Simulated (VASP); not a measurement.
# Al (C2/m) in VASP: single point with PBE+D3(BJ)

Aim: the single point of Al with PBE+D3(BJ).

All numbers are computed with VASP 6.6.1; they aren't measurements. Logs are shortened: lines on timing, memory, paths and dates and some standing lists are left out, and cuts for length are marked.

## 1. The cell of the first run

It takes space group C2/m (No. 12, monoclinic). Conventional cell: a = 4.856 Å, b = 2.804 Å, c = 14.036 Å, α = 90.00°, β = 92.20°, γ = 90.00°. Al (site symmetry m) has 12 Al at 2.57 to 3.04 Å within 3.4 Å. Al (site symmetry m) has 12 Al at 2.80 to 2.84 Å within 3.7 Å. Al (site symmetry m) has 12 Al at 2.80 to 2.84 Å within 3.7 Å.

## 2. Single point, PBE+D3(BJ)

INCAR reads:

```
PREC     = Accurate       # precision mode
ENCUT    = 520            # plane-wave cutoff, eV
EDIFF    = 1E-6           # SCF threshold, eV
ISMEAR   = 0              # smearing method
SIGMA    = 0.15           # smearing width, eV
LREAL    = False          # projectors in reciprocal space
LASPH    = True           # aspherical terms in the spheres
NELM     = 100            # most SCF steps
ALGO     = Fast           # electronic algorithm
ISIF     = 2              # what is computed and relaxed
LWAVE    = False          # write WAVECAR
LCHARG   = False          # write CHGCAR
GGA      = PE             # functional
IVDW     = 12             # dispersion correction
ISYM     = 0            
NBANDS   = 18             # bands
```

KPOINTS reads:

```
Automatic mesh
0
Gamma
  18 18 3
```

POSCAR reads:

```
Al
1.0
   -2.8035700760      0.0000000000      0.0000000000
   -1.4017850380     -2.4279629071      0.0000000000
   -1.8690467173     -2.1581892508     14.0252688885
Al
6
Direct
    0.6481444444      0.5925777778      0.0833500000
    0.5740703704      0.2962814815      0.4166833333
    0.4999962963     -0.0000148148      0.7500166667
    0.1296259259     -0.4814962963      0.9166833333
    0.2777740741      0.1110962963      0.2500166667
    0.2037000000     -0.1852000000      0.5833500000
```

Potentials or basis: VASP PAW PBE potentials, release 64 (Al).

Run with:

```bash
> cat potpaw_PBE.64/Al/POTCAR > POTCAR
> mpirun -np 1 vasp_std > vasp.out
```

OUTCAR:

```text
PREC = Accurate
   ENCUT = 520
   EDIFF = 1E-6
   ISMEAR = 0
   LREAL = False
   LASPH = True
   NELM = 100
   ISIF = 2
   GGA = PE
   IVDW = 12
   ISYM = 0
 IVDW          = 12

 ion  position               nearest neighbor table
   1  0.648  0.593  0.083-   4 2.57   5 2.84   5 2.84   5 2.84   4 3.04   4 3.04
   2  0.574  0.296  0.417-   5 2.84   5 2.84   5 2.84   6 2.84   6 2.84   6 2.84
   3  0.500  1.000  0.750-   4 2.84   4 2.84   4 2.84   6 2.84   6 2.84   6 2.84
   4  0.130  0.519  0.917-   1 2.57   3 2.84   3 2.84   3 2.84   1 3.04   1 3.04
   5  0.278  0.111  0.250-   2 2.84   2 2.84   2 2.84   1 2.84   1 2.84   1 2.84
   6  0.204  0.815  0.583-   3 2.84   2 2.84   3 2.84   2 2.84   2 2.84   3 2.84

IMPORTANT INFORMATION: All symmetrisations will be switched off!
NOSYMM: (Re-)initialisation of all symmetry stuff for point group C_1.

----------------------------------------------------------------------------------------

                                     Primitive cell

  volume of cell :      95.4695

  direct lattice vectors                    reciprocal lattice vectors
    -2.803570076  0.000000000  0.000000000    -0.356688070  0.205933953 -0.015844418
    -1.401785038 -2.427962907  0.000000000     0.000000000 -0.411867907 -0.063377672
    -1.869046717 -2.158189251 14.025268888     0.000000000  0.000000000  0.071299881

  length of vectors
     2.803570076  2.803570076 14.312906199     0.412172559  0.416715613  0.071299881

  position of ions in fractional coordinates (direct lattice)
     0.648144444  0.592577778  0.083350000
     0.574070370  0.296281482  0.416683333
     0.499996296  0.999985185  0.750016667
     0.129625926  0.518503704  0.916683333
     0.277774074  0.111096296  0.250016667
     0.203700000  0.814800000  0.583350000

  ion indices of the primitive-cell ions
   primitive index   ion index
                 1           1
                 2           2
                 3           3
                 4           4
                 5           5
                 6           6

----------------------------------------------------------------------------------------

 KPOINTS: Automatic mesh

Automatic generation of k-mesh.
 Grid dimensions read from file:
 generate k-points for:   18   18    3

 Generating k-lattice:

  Cartesian coordinates                     Fractional coordinates (reciprocal lattice)
    -0.019816004  0.011440775 -0.000880245     0.055555556  0.000000000  0.000000000
     0.000000000 -0.022881550 -0.003520982     0.000000000  0.055555556 -0.000000000
     0.000000000  0.000000000  0.023766627     0.000000000  0.000000000  0.333333333

  Length of vectors
     0.022898475  0.023150867  0.023766627

  Shift w.r.t. Gamma in fractional coordinates (k-lattice)
     0.000000000  0.000000000  0.000000000

 -----------------------------------------------------------------------------
|                                                                             |
|           W    W    AA    RRRRR   N    N  II  N    N   GGGG   !!!           |
|           W    W   A  A   R    R  NN   N  II  NN   N  G    G  !!!           |
|           W    W  A    A  R    R  N N  N  II  N N  N  G       !!!           |
|           W WW W  AAAAAA  RRRRR   N  N N  II  N  N N  G  GGG   !            |
|           WW  WW  A    A  R   R   N   NN  II  N   NN  G    G                |
|           W    W  A    A  R    R  N    N  II  N    N   GGGG   !!!           |
|                                                                             |
|     Your reciprocal lattice and k-lattice belong to different lattice       |
|     classes:                                                                |
|                                                                             |
|        The reciprocal lattice is base-centered monoclinic,                  |
|        whereas your k-lattice is triclinic.                                 |
|                                                                             |
|     Results are often still useful ...                                      |
|                                                                             |
 -----------------------------------------------------------------------------

 WARNING: IBZKPT: internal override: KBLOWUP is changed to .FALSE.
      ... skipping the blow-up phase ...

 Subroutine IBZKPT returns following result:
 ===========================================

 Found    488 irreducible k-points:

 Following reciprocal coordinates:
            Coordinates               Weight
  0.000000  0.000000  0.000000      1.000000
  0.055556 -0.000000  0.000000      2.000000
  0.111111 -0.000000  0.000000      2.000000
  0.166667 -0.000000  0.000000      2.000000
  0.222222 -0.000000  0.000000      2.000000
  0.277778  0.000000  0.000000      2.000000
[... 16 lines left out ...]
 -0.333333  0.055556 -0.000000      2.000000
 -0.277778  0.055556 -0.000000      2.000000
 [... further k-points ...]
   k-points           NKPTS =    488   k-points in BZ     NKDIM =    488   number of bands    NBANDS=     18
   number of dos      NEDOS =    301   number of ions     NIONS =      6
   total plane-waves  NPLWV =  62208
   dimension x,y,z NGX =    24 NGY =   24 NGZ =  108
   dimension x,y,z NGXF=    48 NGYF=   48 NGZF=  216
   ions per type =               6
   NGX,Y,Z   is equivalent  to a cutoff of  14.23, 14.23, 12.54 a.u.
   NGXF,Y,Z  is equivalent  to a cutoff of  28.46, 28.46, 25.09 a.u.
 SYSTEM =  unknown system
   PREC   = accura    normal or accurate (medium, high low for compatibility)
   ISTART =      0    job   : 0-new  1-cont  2-samecut
   ICHARG =      2    charge: 1-file 2-atom 10-const
   ISPIN  =      1    spin polarized calculation?
   LNONCOLLINEAR =      F non collinear calculations
   LSORBIT =      F    spin-orbit coupling
   LASPH  =      T    aspherical Exc in radial PAW
   ENCUT  =  520.0 eV  38.22 Ry    6.18 a.u.   5.21  5.21 26.61*2*pi/ulx,y,z
   NELM   =    100;   NELMIN=  2; NELMDL= -5     # of ELM steps
   EDIFF  = 0.1E-05   stopping-criterion for ELM
   LREAL  =      F    real-space projection
   EDIFFG = 0.1E-04   stopping-criterion for IOM
   NSW    =      0    number of steps for IOM
   IBRION =     -1    ionic relax: 0-MD 1-quasi-New 2-CG
   NFREE  =      0    steps in history (QN), initial steepest desc. (CG)
   ISIF   =      2    stress and relaxation
   ISYM   =      0    0-nonsym 1-usesym 2-fastsym
   POTIM  = 0.5000    time-step for ionic-motion
   TEBEG  =    0.0;   TEEND  =   0.0 temperature during run
   PSTRESS=    0.0 pullay stress
   NELECT =      18.0000    total number of electrons
   NUPDOWN=      -1.0000    fix difference up-down
   EMIN   =  10.00;   EMAX   =-10.00  energy-range for DOS
   EFERMI =   0.00;   METHOD = LEGACY
   ISMEAR =     0;   SIGMA  =   0.15  broadening in eV -4-tet -1-fermi 0-gaus
   EFERMI_NEDOS =   21; number of points for ismear=-14 and -15
   IALGO  =     68    algorithm
   IMIX   =      4    mixing-type and parameters
     AMIX     =   0.40;   BMIX     =  1.00
     AMIX_MAG =   1.60;   BMIX_MAG =  1.00
  volume/ion in A,a.u.               =      15.91       107.38
  Fermi-wavevector in a.u.,A,eV,Ry     =   0.938737  1.773956 11.989833  0.881228
  Thomas-Fermi vector in A             =   2.065979
   LORBIT       =      0    0 simple, 1 ext, 2 COOP (PROOUT), +10 PAW based schemes
   GGA     = PE    functional components
   LHFCALC =     F    Hartree Fock is set to
   AEXX    =    0.0000 exact exchange contribution
   IVDW    =    12    specifies the selected vdW correction
   LEPSILON=     F    determine dielectric tensor
   LRPA    =     F    only Hartree local field effects (RPA)
 non-spin polarized calculation
 RMM-DIIS sequential band-by-band and
 Gauss-broadening in eV      SIGMA  =   0.15
  energy-cutoff  :      520.00
  volume of cell :       95.47
 maximum number of plane-waves:      2595
 NGX is ok and might be reduce to    24
   NGX = 11   NGY = 11   NGZ = 53

 number of electron      18.0000000 magnetization

 Free energy of the ion-electron system (eV)
  ---------------------------------------------------
  ext. energy  EPLUGINS =         0.00000000
  ---------------------------------------------------
  free energy    TOTEN  =       -22.15673611 eV

  energy without entropy =      -22.12740946  energy(sigma->0) =      -22.14207279

 E-fermi :   8.3782     XC(G=0): -10.3285

 val. band max:        8.3746930593   @ k =   0.2222   0.1111   0.3333
 cond. band min:       8.3793960536   @ k =   0.3333   0.5000   0.3333
 fundamental gap:      0.0047029943
 Fermi energy:         8.3782026796

 k-point     1 :       0.0000    0.0000    0.0000
  band No.  band energies     occupation
      1      -3.0075      2.00000
      2      -2.2631      2.00000
      3      -2.2507      2.00000
      4      -0.0308      2.00000
      5      -0.0286      2.00000
      6       3.5283      2.00000
[... 10 lines left out ...]
     17      20.0636      0.00000
     18      20.1672      0.00000

 k-point     2 :       0.0556   -0.0000    0.0000
  band No.  band energies     occupation
      1      -2.9299      2.00000
      2      -2.1991      2.00000
      3      -2.1603      2.00000
      4       0.0102      2.00000
      5       0.0822      2.00000
      6       3.5853      2.00000
[... 10 lines left out ...]
     17      19.3517      0.00000
     18      19.8411      0.00000

 k-point     3 :       0.1111   -0.0000    0.0000
  band No.  band energies     occupation
      1      -2.6974      2.00000
      2      -1.9857      2.00000
      3      -1.9113      2.00000
      4       0.2017      2.00000
      5       0.3455      2.00000
      6       3.7678      2.00000
[... 412 lines left out ...]
 k-point    23 :      -0.3333    0.0556   -0.0000
  band No.  band energies     occupation
      1       0.2834      2.00000
      2       0.9801      2.00000
      3       1.0502      2.00000
      4       3.1134      2.00000
      5       3.2426      2.00000
      6       6.3425      2.00000
[... 10 lines left out ...]
     17      14.1170      0.00000
     18      14.2795      0.00000

 k-point    24 :      -0.2778    0.0556   -0.0000
  band No.  band energies     occupation
      1      -0.6268      2.00000
      2       0.0924      2.00000
      3       0.1288      2.00000
      4       2.2637      2.00000
      5       2.3280      2.00000
      6       5.7436      2.00000
[... 10 lines left out ...]
     17      14.4963      0.00000
     18      14.7087      0.00000

 [... further k-points ...]

------------------------ aborting loop because EDIFF is reached ----------------------------------------

 Edisp (eV)   -2.09555

 E8    (eV) :    -0.9375

  FORCE on cell =-STRESS in cart. coord.  units (eV):
  Direction    XX          YY          ZZ          XY          YZ          ZX
  --------------------------------------------------------------------------------------
  -------------------------------------------------------------------------------------
  Total       0.41175     0.24801     0.40278     0.04858    -0.27630     0.61628
  in kB       6.90996     4.16220     6.75950     0.81525    -4.63682    10.34240
  external pressure =        5.94 kB  Pullay stress =        0.00 kB

 VOLUME and BASIS-vectors are now :
 -----------------------------------------------------------------------------
  energy-cutoff  :      520.00
  volume of cell :       95.47
      direct lattice vectors                 reciprocal lattice vectors
    -2.803570076  0.000000000  0.000000000    -0.356688070  0.205933953 -0.015844418
    -1.401785038 -2.427962907  0.000000000     0.000000000 -0.411867907 -0.063377672
    -1.869046717 -2.158189251 14.025268888     0.000000000  0.000000000  0.071299881

 POSITION                                       TOTAL-FORCE (eV/Angst)
 -----------------------------------------------------------------------------------
     -2.80357     -1.61864      1.16901         0.309604     -0.179939      0.373809
     -2.80357     -1.61864      5.84410         0.008749     -0.006120      0.008334
     -4.20536     -4.04660     10.51919         0.033252     -0.020982      0.012517
     -2.80357     -3.23728     12.85673        -0.309603      0.179939     -0.373747
     -1.40179     -0.80932      3.50655        -0.033251      0.020982     -0.012516
     -2.80357     -3.23728      8.18164        -0.008751      0.006121     -0.008397
 -----------------------------------------------------------------------------------
    total drift:                               -0.000003     -0.000000      0.000002

  FREE ENERGIE OF THE ION-ELECTRON SYSTEM (eV)
  ---------------------------------------------------
  free  energy   TOTEN  =       -24.2522828494 eV

  energy  without entropy=      -24.2229561986  energy(sigma->0) =      -24.23761952
```

Run time: 8 min. Hardware: 1 thread of Intel Xeon Platinum 8488C (Sapphire Rapids), shared host; peak memory 0.68 GiB.

What came out:

| Item | Value |
| --- | --- |
| Free energy | -24.2523 eV |
| Pressure | 0.6 GPa |
| Largest force | 0.518 eV/Å |
| Band gap on the k mesh | zero (band 9 reaches 12.05 eV, above the bottom of band 10 at 6.50 eV) |
| Dispersion energy per atom | -0.349 eV |

Forces in eV/Å, atoms in the order of the input:
```
Al   0.310 -0.180  0.374
Al   0.009 -0.006  0.008
Al   0.033 -0.021  0.013
Al  -0.310  0.180 -0.374
Al  -0.033  0.021 -0.013
Al  -0.009  0.006 -0.008
```

Stress tensor (GPa, compression positive):
```
 0.69  0.08  1.03
 0.08  0.42 -0.46
 1.03 -0.46  0.68
```

Levels at points of the mesh, in eV from the Fermi level:
| k point | band 7 | band 8 | band 9 | band 10 | band 11 | band 12 |
| --- | --- | --- | --- | --- | --- | --- |
| (0.00, 0.00, 0.00) | -4.69 | 0.18 | 0.20 | 6.26 | 6.32 | 11.25 |
| (0.50, 0.00, 0.00) | -2.73 | -2.50 | -2.12 | -1.78 | 0.41 | 0.97 |
| (0.00, 0.50, 0.00) | -3.38 | -3.08 | -1.06 | -0.87 | -0.57 | -0.55 |
| (0.50, 0.50, 0.00) | -3.38 | -3.08 | -1.06 | -0.87 | -0.57 | -0.55 |

Caveat: pairwise dispersion overbinds metals, which lowers pressure and volume.
